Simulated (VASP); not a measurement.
Wanted: the native input for a VASP 6.6.1 run.

```yaml
Task: single point
Functional: PBE
Potentials_or_basis: VASP PAW PBE potentials, release 64 (Cu, O)
Cutoff: 520 eV
k_mesh: 10 × 10 × 6
Occupations: fermi-dirac, width 0.1 eV
Spin: no spin polarisation
Dipole_correction: no
Further_INCAR_settings: ALGO = Normal; EDIFF = 1e-06; NBANDS = 25
```

The structure of CuO (Tenorite) lies in POSCAR:

```
CuO
1.0
    2.3573593924     -1.7226334429      0.0000000000
    2.3573593924      1.7226334429      0.0000000000
   -0.8556595018      0.0000000000      5.0913668040
Cu O
2 2
Direct
    0.0000000000      0.5000000000      0.0000000000
    0.5000000000      0.0000000000      0.5000000000
    0.5816000000      0.4184000000      0.2500000000
    0.4184000000      0.5816000000      0.7500000000
```

These files were run (other wordings do the same):

INCAR

```
PREC     = Accurate       # precision mode
ENCUT    = 520            # plane-wave cutoff, eV
EDIFF    = 1E-6           # SCF threshold, eV
ISMEAR   = -1             # smearing method
SIGMA    = 0.1            # smearing width, eV
LREAL    = False          # projectors in reciprocal space
LASPH    = True           # aspherical terms in the spheres
NELM     = 100            # most SCF steps
ALGO     = Normal         # electronic algorithm
ISIF     = 2              # what is computed and relaxed
LWAVE    = False          # write WAVECAR
LCHARG   = False          # write CHGCAR
GGA      = PE             # functional
NBANDS   = 25             # bands
```

KPOINTS

```
Automatic mesh
0
Gamma
  10 10 6
```

Potentials or basis: VASP PAW PBE potentials, release 64 (Cu, O).

Launch:

```sh
$ cat potpaw_PBE.64/Cu/POTCAR potpaw_PBE.64/O/POTCAR > POTCAR
$ mpirun -np 1 vasp_std > vasp.out
```

It gave:

```json
{
  "Pressure": "2.9 GPa",
  "Largest force": "0.280 eV/Å",
  "Band gap on the k mesh": "zero (band 17 reaches 5.73 eV, above the bottom of band 18 at 5.03 eV)"
}
```

Caveat: semilocal functionals often make such compounds metallic where correlation or magnetic order opens a gap, which also shifts bond lengths.

Run time: 86 s on 1 thread of AMD EPYC 9R45 96-Core Processor (Zen 5) (shared host), peak memory 0.24 GiB.
